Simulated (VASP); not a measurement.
# Al in VASP: a series of runs

The runs below take Al through single point, with LDA, PBE.

Program: VASP 6.6.1. These are calculated values, not measurements. Logs are shortened: lines on timing, memory, paths and dates and some standing lists are left out, and cuts for length are marked.

## (1) The cell of the first run

Symmetry: Pm-3m, No. 221, cubic system. The conventional cell has a = 2.722 Å, b = 2.722 Å, c = 2.722 Å, α = 90.00°, β = 90.00°, γ = 90.00°. Al (site symmetry m-3m) has 6 Al at 2.72 Å within 3.6 Å.

This isn't the form of Al at room conditions, which is fcc.

## (2) Single point, LDA

INCAR reads:

```
PREC     = Accurate       # precision mode
ENCUT    = 520            # plane-wave cutoff, eV
EDIFF    = 1E-6           # SCF threshold, eV
ISMEAR   = 1              # smearing method
SIGMA    = 0.01           # smearing width, eV
LREAL    = F              # projectors in reciprocal space
LASPH    = T              # aspherical terms in the spheres
NELM     = 80             # most SCF steps
ALGO     = Normal         # electronic algorithm
ISIF     = 2              # what is computed and relaxed
LWAVE    = F              # write WAVECAR
LCHARG   = T              # write CHGCAR
LELF     = T              # ELF
LVHAR    = T            
NBANDS   = 8              # bands
```

KPOINTS reads:

```
regular mesh
0
Gamma
  8 8 8
```

POSCAR reads:

```
Al
1.0
    2.7217600000      0.0000000000      0.0000000000
    0.0000000000      2.7217600000      0.0000000000
    0.0000000000      0.0000000000      2.7217600000
Al
1
Direct
    0.0000000000      0.0000000000      0.0000000000
```

Potentials or basis: VASP PAW LDA potentials, release 64 (Al).

Run with:

```sh
$ cat potpaw_LDA.64/Al/POTCAR > POTCAR
$ mpirun -np 1 vasp_std > vasp.out
```

OUTCAR:

```text
PREC = Accurate
   ENCUT = 520
   EDIFF = 1E-6
   ISMEAR = 1
   LREAL = F
   LASPH = T
   NELM = 80
   ISIF = 2

 ion  position               nearest neighbor table
   1  0.000  0.000  0.000-

  LATTYP: Found a simple cubic cell.
 ALAT       =     2.7217600000

  Lattice vectors:

 A1 = (   2.7217600000,   0.0000000000,   0.0000000000)
 A2 = (   0.0000000000,   2.7217600000,   0.0000000000)
 A3 = (   0.0000000000,   0.0000000000,   2.7217600000)

Analysis of symmetry for initial positions (statically):
=====================================================================
 Subroutine PRICEL returns:
 Original cell was already a primitive cell.

 Routine SETGRP: Setting up the symmetry group for a
 simple cubic supercell.

 Subroutine GETGRP returns: Found 48 space group operations
 (whereof 48 operations were pure point group operations)
 out of a pool of 48 trial point group operations.

The static configuration has the point symmetry O_h .

Analysis of symmetry for dynamics (positions and initial velocities):
=====================================================================
 Subroutine PRICEL returns:
 Original cell was already a primitive cell.

 Routine SETGRP: Setting up the symmetry group for a
 simple cubic supercell.

 Subroutine GETGRP returns: Found 48 space group operations
 (whereof 48 operations were pure point group operations)
 out of a pool of 48 trial point group operations.

The dynamic configuration has the point symmetry O_h .

 Subroutine INISYM returns: Found 48 space group operations
 (whereof 48 operations are pure point group operations),
 and found     1 'primitive' translations

----------------------------------------------------------------------------------------

                                     Primitive cell

  volume of cell :      20.1627

  direct lattice vectors                    reciprocal lattice vectors
     2.721760000  0.000000000  0.000000000     0.367409323  0.000000000  0.000000000
     0.000000000  2.721760000  0.000000000     0.000000000  0.367409323  0.000000000
     0.000000000  0.000000000  2.721760000     0.000000000  0.000000000  0.367409323

  length of vectors
     2.721760000  2.721760000  2.721760000     0.367409323  0.367409323  0.367409323

  position of ions in fractional coordinates (direct lattice)
     0.000000000  0.000000000  0.000000000

  ion indices of the primitive-cell ions
   primitive index   ion index
                 1           1

----------------------------------------------------------------------------------------

 KPOINTS: regular mesh

Automatic generation of k-mesh.
 Grid dimensions read from file:
 generate k-points for:    8    8    8

 Generating k-lattice:

  Cartesian coordinates                     Fractional coordinates (reciprocal lattice)
     0.045926165  0.000000000  0.000000000     0.125000000  0.000000000  0.000000000
     0.000000000  0.045926165  0.000000000     0.000000000  0.125000000  0.000000000
     0.000000000  0.000000000  0.045926165     0.000000000  0.000000000  0.125000000

  Length of vectors
     0.045926165  0.045926165  0.045926165

  Shift w.r.t. Gamma in fractional coordinates (k-lattice)
     0.000000000  0.000000000  0.000000000

 Subroutine IBZKPT returns following result:
 ===========================================

 Found     35 irreducible k-points:

 Following reciprocal coordinates:
            Coordinates               Weight
  0.000000  0.000000  0.000000      1.000000
  0.125000  0.000000  0.000000      6.000000
  0.250000  0.000000  0.000000      6.000000
  0.375000  0.000000  0.000000      6.000000
  0.500000  0.000000  0.000000      3.000000
  0.125000  0.125000  0.000000     12.000000
[... 16 lines left out ...]
  0.375000  0.375000  0.125000     24.000000
  0.500000  0.375000  0.125000     24.000000
 [... further k-points ...]
   k-points           NKPTS =     35   k-points in BZ     NKDIM =     35   number of bands    NBANDS=      8
   number of dos      NEDOS =    301   number of ions     NIONS =      1
   total plane-waves  NPLWV =   8000
   dimension x,y,z NGX =    20 NGY =   20 NGZ =   20
   dimension x,y,z NGXF=    40 NGYF=   40 NGZF=   40
   ions per type =               1
   NGX,Y,Z   is equivalent  to a cutoff of  12.22, 12.22, 12.22 a.u.
   NGXF,Y,Z  is equivalent  to a cutoff of  24.43, 24.43, 24.43 a.u.
 SYSTEM =  unknown system
   PREC   = accura    normal or accurate (medium, high low for compatibility)
   ISTART =      0    job   : 0-new  1-cont  2-samecut
   ICHARG =      2    charge: 1-file 2-atom 10-const
   ISPIN  =      1    spin polarized calculation?
   LNONCOLLINEAR =      F non collinear calculations
   LSORBIT =      F    spin-orbit coupling
   LASPH  =      T    aspherical Exc in radial PAW
   ENCUT  =  520.0 eV  38.22 Ry    6.18 a.u.   5.06  5.06  5.06*2*pi/ulx,y,z
   NELM   =     80;   NELMIN=  2; NELMDL= -5     # of ELM steps
   EDIFF  = 0.1E-05   stopping-criterion for ELM
   LREAL  =      F    real-space projection
   EDIFFG = 0.1E-04   stopping-criterion for IOM
   NSW    =      0    number of steps for IOM
   IBRION =     -1    ionic relax: 0-MD 1-quasi-New 2-CG
   NFREE  =      0    steps in history (QN), initial steepest desc. (CG)
   ISIF   =      2    stress and relaxation
   ISYM   =      2    0-nonsym 1-usesym 2-fastsym
   POTIM  = 0.5000    time-step for ionic-motion
   TEBEG  =    0.0;   TEEND  =   0.0 temperature during run
   PSTRESS=    0.0 pullay stress
   NELECT =       3.0000    total number of electrons
   NUPDOWN=      -1.0000    fix difference up-down
   EMIN   =  10.00;   EMAX   =-10.00  energy-range for DOS
   EFERMI =   0.00;   METHOD = LEGACY
   ISMEAR =     1;   SIGMA  =   0.01  broadening in eV -4-tet -1-fermi 0-gaus
   EFERMI_NEDOS =   21; number of points for ismear=-14 and -15
   IALGO  =     38    algorithm
   IMIX   =      4    mixing-type and parameters
     AMIX     =   0.40;   BMIX     =  1.00
     AMIX_MAG =   1.60;   BMIX_MAG =  1.00
  volume/ion in A,a.u.               =      20.16       136.06
  Fermi-wavevector in a.u.,A,eV,Ry     =   0.867492  1.639322 10.238958  0.752542
  Thomas-Fermi vector in A             =   1.986034
   LORBIT       =      0    0 simple, 1 ext, 2 COOP (PROOUT), +10 PAW based schemes
   GGA     = CA    functional components
   LHFCALC =     F    Hartree Fock is set to
   AEXX    =    0.0000 exact exchange contribution
   IVDW    =     0    specifies the selected vdW correction
   LEPSILON=     F    determine dielectric tensor
   LRPA    =     F    only Hartree local field effects (RPA)
 non-spin polarized calculation
 Methfessel and Paxton  Order N= 1 SIGMA  =   0.01
  energy-cutoff  :      520.00
  volume of cell :       20.16
 maximum number of plane-waves:       554
   NGX = 11   NGY = 11   NGZ = 11

 number of electron       3.0000000 magnetization

 Free energy of the ion-electron system (eV)
  ---------------------------------------------------
  ext. energy  EPLUGINS =         0.00000000
  ---------------------------------------------------
  free energy    TOTEN  =        -3.81549370 eV

  energy without entropy =       -3.81545990  energy(sigma->0) =       -3.81548243

 E-fermi :   5.4839     XC(G=0):  -9.5544

 val. band max:        5.3838353190   @ k =   0.5000   0.5000   0.1250
 cond. band min:       5.4883119712   @ k =   0.3750   0.3750   0.0000
 fundamental gap:      0.1044766522
 Fermi energy:         5.4839457025

 k-point     1 :       0.0000    0.0000    0.0000
  band No.  band energies     occupation
      1      -4.0647      2.00000
      2      13.4642      0.00000
      3      13.4642      0.00000
      4      14.4936      0.00000
      5      14.4936      0.00000
      6      14.4936      0.00000
      7      20.7602      0.00000
      8      29.1526      0.00000

 k-point     2 :       0.1250    0.0000    0.0000
  band No.  band energies     occupation
      1      -3.7574      2.00000
      2      10.2190      0.00000
      3      13.7190      0.00000
      4      14.7505      0.00000
      5      14.7505      0.00000
      6      17.1082      0.00000
      7      22.0553      0.00000
      8      27.1643      0.00000

 k-point     3 :       0.2500    0.0000    0.0000
  band No.  band energies     occupation
      1      -2.8425      2.00000
      2       6.6771      0.00000
      3      14.4396      0.00000
      4      15.5167      0.00000
      5      15.5167      0.00000
      6      19.0138      0.00000
      7      24.0683      0.00000
      8      24.0683      0.00000

 k-point     4 :       0.3750    0.0000    0.0000
  band No.  band energies     occupation
      1      -1.3499      2.00000
      2       3.5568      2.00000
      3      15.4168      0.00000
      4      16.7570      0.00000
      5      16.7570      0.00000
      6      20.6509      0.00000
      7      21.3018      0.00000
      8      21.3018      0.00000

 k-point     5 :       0.5000    0.0000    0.0000
  band No.  band energies     occupation
      1       0.2411      2.00000
      2       1.4172      2.00000
      3      15.9763      0.00000
      4      17.9199      0.00000
      5      17.9199      0.00000
      6      19.6191      0.00000
      7      19.6191      0.00000
      8      21.7334      0.00000

 k-point     6 :       0.1250    0.1250    0.0000
  band No.  band energies     occupation
      1      -3.4507      2.00000
      2       9.9914      0.00000
      3      11.1663      0.00000
      4      15.0067      0.00000
      5      15.9294      0.00000
      6      19.0465      0.00000
      7      22.7512      0.00000
      8      24.8184      0.00000

 k-point     7 :       0.2500    0.1250    0.0000
  band No.  band energies     occupation
      1      -2.5372      2.00000
      2       6.9259      0.00000
      3      11.5047      0.00000
      4      15.7703      0.00000
      5      16.7444      0.00000
      6      20.9256      0.00000
      7      21.6457      0.00000
      8      24.2770      0.00000
[... 133 lines left out ...]
 k-point    20 :       0.2500    0.2500    0.1250
  band No.  band energies     occupation
      1      -1.3251      2.00000
      2       7.4477      0.00000
      3       8.7424      0.00000
      4      13.2324      0.00000
      5      17.6347      0.00000
      6      21.5106      0.00000
      7      22.0232      0.00000
      8      22.7343      0.00000

 k-point    21 :       0.3750    0.2500    0.1250
  band No.  band energies     occupation
      1       0.1564      2.00000
      2       4.9351      2.00000
      3       9.5306      0.00000
      4      13.9024      0.00000
      5      15.3667      0.00000
      6      19.1856      0.00000
      7      23.1588      0.00000
      8      23.5166      0.00000

 k-point    22 :       0.5000    0.2500    0.1250
  band No.  band energies     occupation
      1       1.7637      2.00000
      2       2.8210      2.00000
      3      10.6282      0.00000
      4      12.7717      0.00000
      5      16.2081      0.00000
      6      17.3225      0.00000
      7      24.0097      0.00000
      8      24.2470      0.00000

 k-point    23 :       0.3750    0.3750    0.1250
  band No.  band energies     occupation
      1       1.6260      2.00000
      2       5.7607      0.00000
      3       7.0907      0.00000
      4      11.4376      0.00000
      5      16.0556      0.00000
      6      19.8405      0.00000
      7      21.1472      0.00000
      8      24.7414      0.00000

 k-point    24 :       0.5000    0.3750    0.1250
  band No.  band energies     occupation
      1       3.2548      2.00000
      2       4.1344      2.00000
      3       7.8036      0.00000
      4       9.6787      0.00000
      5      17.3643      0.00000
      6      18.4879      0.00000
      7      21.4617      0.00000
      8      25.0249      0.00000

 [... further k-points ...]

------------------------ aborting loop because EDIFF is reached ----------------------------------------

  FORCE on cell =-STRESS in cart. coord.  units (eV):
  Direction    XX          YY          ZZ          XY          YZ          ZX
  --------------------------------------------------------------------------------------
  -------------------------------------------------------------------------------------
  Total       -0.3029699     -0.3029699     -0.3029699      0.0000000     -0.0000000      0.0000000
  in kB      -24.0746794    -24.0746794    -24.0746794      0.0000000     -0.0000000      0.0000000
  external PRESSURE =     -24.0746794 kB  Pullay stress =       0.0000000 kB

 VOLUME and BASIS-vectors are now :
 -----------------------------------------------------------------------------
  energy-cutoff  :      520.00
  volume of cell :       20.16
      direct lattice vectors                 reciprocal lattice vectors
     2.721760000  0.000000000  0.000000000     0.367409323  0.000000000  0.000000000
     0.000000000  2.721760000  0.000000000     0.000000000  0.367409323  0.000000000
     0.000000000  0.000000000  2.721760000     0.000000000  0.000000000  0.367409323

 POSITION                                       TOTAL-FORCE (eV/Angst)
 -----------------------------------------------------------------------------------
      0.00000      0.00000      0.00000         0.000000      0.000000      0.000000
 -----------------------------------------------------------------------------------
    total drift:                               -0.000000      0.000000      0.000000

  FREE ENERGIE OF THE ION-ELECTRON SYSTEM (eV)
  ---------------------------------------------------
  free  energy   TOTEN  =        -3.8154937035 eV

  energy  without entropy=       -3.8154598970  energy(sigma->0) =       -3.81548243
```

Wall time 5.5 s (1 thread of Intel Xeon 8259CL, shared host); peak memory 0.11 GiB.

What came out:

- Free energy: -3.8155 eV
- Pressure: -2.4 GPa
- Band gap on the k mesh: zero (an odd number of electrons rules out a gap without spin polarisation)

Levels at points of the mesh, in eV from the Fermi level:
| k point | band 1 | band 2 | band 3 | band 4 |
| --- | --- | --- | --- | --- |
| (0.00, 0.00, 0.00) | -9.55 | 7.98 | 7.98 | 9.01 |
| (0.50, 0.00, 0.00) | -5.24 | -4.07 | 10.49 | 12.44 |
| (0.50, 0.50, 0.00) | -0.56 | -0.56 | -0.39 | 2.24 |
| (0.50, 0.50, 0.50) | 2.80 | 2.80 | 2.80 | 5.61 |

## (3) Single point, LDA

INCAR reads:

```
PREC = Accurate ; ENCUT = 520
EDIFF = 1E-6 ; ISMEAR = 1
SIGMA = 0.005 ; LREAL = False
LASPH = True ; NELM = 60
ALGO = Normal ; ISIF = 2
LWAVE = False ; LCHARG = True
GGA = CA ; LELF = True
LVHAR = True ; NBANDS = 8
```

KPOINTS is that of step 2.

POSCAR is that of step 2.

Potentials or basis: VASP PAW LDA potentials, release 64 (Al).

Run with:

```sh
$ cat potpaw_LDA.64/Al/POTCAR > POTCAR
$ mpirun -np 1 vasp_std > vasp.out
```

It took 5.2 s on 1 thread of Intel Xeon 8259CL, shared host; peak memory 0.11 GiB.

The run converged. Its results:

```yaml
Free_energy: -3.8155 eV
Pressure: -2.4 GPa
Band_gap_on_the_k_mesh: zero (an odd number of electrons rules out a gap without spin polarisation)
```

Levels at points of the mesh, in eV from the Fermi level:
| k point | band 1 | band 2 | band 3 | band 4 |
| --- | --- | --- | --- | --- |
| (0.00, 0.00, 0.00) | -9.55 | 7.98 | 7.98 | 9.01 |
| (0.50, 0.00, 0.00) | -5.25 | -4.07 | 10.49 | 12.43 |
| (0.50, 0.50, 0.00) | -0.56 | -0.56 | -0.39 | 2.24 |
| (0.50, 0.50, 0.50) | 2.79 | 2.79 | 2.79 | 5.61 |

## (4) Single point, PBE

INCAR reads:

```
SYSTEM = Al
PREC     = Accurate       ! precision mode
ENCUT    = 520            ! plane-wave cutoff, eV
EDIFF    = 1E-6           ! SCF threshold, eV
ISMEAR   = -1             ! smearing method
SIGMA    = 0.1            ! smearing width, eV
LREAL    = .FALSE.        ! projectors in reciprocal space
LASPH    = .TRUE.         ! aspherical terms in the spheres
NELM     = 60             ! most SCF steps
ALGO     = Fast           ! electronic algorithm
ISIF     = 2              ! what is computed and relaxed
LWAVE    = .FALSE.        ! write WAVECAR
LCHARG   = .FALSE.        ! write CHGCAR
GGA      = PE             ! functional
NBANDS   = 8              ! bands
```

KPOINTS reads:

```
Automatic mesh
0
G
  7 7 7
  0 0 0
```

POSCAR reads:

```
Al
1.0
    2.7231350000      0.0226620000      0.0219930000
    0.0226620000      2.7568820000      0.0478290000
    0.0219930000      0.0478290000      2.6869140000
Al
1
Direct
    0.0101730000     -0.0201310000      0.0035330000
```

Potentials or basis: VASP PAW PBE potentials, release 64 (Al).

Run with:

```sh
$ cat potpaw_PBE.64/Al/POTCAR > POTCAR
$ mpirun -np 1 vasp_std > vasp.out
```

It took 21 s on 1 thread of Intel Xeon 8259CL, shared host; peak memory 0.14 GiB.

It converged, with:

```yaml
Free_energy: -3.3935 eV
Pressure: -0.1 GPa
Band_gap_on_the_k_mesh: zero (an odd number of electrons rules out a gap without spin polarisation)
```

Stress tensor (GPa, compression positive):
```
-0.16 -0.32  0.32
-0.32 -2.01  0.13
 0.32  0.13  1.72
```

Levels at points of the mesh, in eV from the Fermi level:
```csv
k point,band 1,band 2,band 3,band 4,band 5,band 6
"(0.00, 0.00, 0.00)",-9.72,7.66,7.98,8.47,8.94,9.49
```

## (5) The runs side by side

```csv
level,potentials or basis,cell,k mesh,smearing,gap on the mesh (eV),pressure (GPa)
LDA,"VASP PAW LDA potentials, release 64 (Al)","a = 2.722 Å, 1 atom",8 × 8 × 8,methfessel-paxton 0.01 eV,none,-2.4
LDA,"VASP PAW LDA potentials, release 64 (Al)","a = 2.722 Å, 1 atom",8 × 8 × 8,methfessel-paxton 0.005 eV,none,-2.4
PBE,"VASP PAW PBE potentials, release 64 (Al)","a = 2.723, b = 2.757, c = 2.687 Å, angles 88.0, 89.1, 89.0°, 1 atom",7 × 7 × 7,fermi-dirac 0.1 eV,none,-0.1
```

Alike in all rows: task single point; no spin polarisation; cutoff (eV) 520.

Total energies depend on the potentials used, so only differences within one code and one set of settings carry meaning.
